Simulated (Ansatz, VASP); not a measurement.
# Ge: VASP beside Ansatz

```
Ge
1.0
     0.00000    2.81090    2.81090
     2.81090    0.00000    2.81090
     2.81090    2.81090    0.00000
Ge
2
Direct
  0.00000 0.00000 0.00000
  0.25000 0.25000 0.25000
```

Alike in both runs: functional LDA; k mesh 10 × 10 × 10; occupations gaussian, width 0.01 eV; no spin polarisation.

Ansatz relaxed the structure, and its values are those at the end. VASP's run is a single point on that final structure, the one shown.

|  | VASP | Ansatz |
| --- | --- | --- |
| version | VASP 6.6.1 | Ansatz 0.2.0 |
| potentials or method | VASP PAW LDA potentials, release 64 (Ge_d) | scalar-relativistic, plane waves, PAW |
| plane-wave cutoff (eV) | 520 | 420 |
| valence electrons in the cell | 28 | 28 |

```tsv
	VASP	Ansatz	Ansatz less VASP
pressure (GPa)	0.1	0.0	-0.05
```

LDA's correlation is that of Perdew and Zunger in VASP and of Perdew and Wang (1992) in Ansatz.
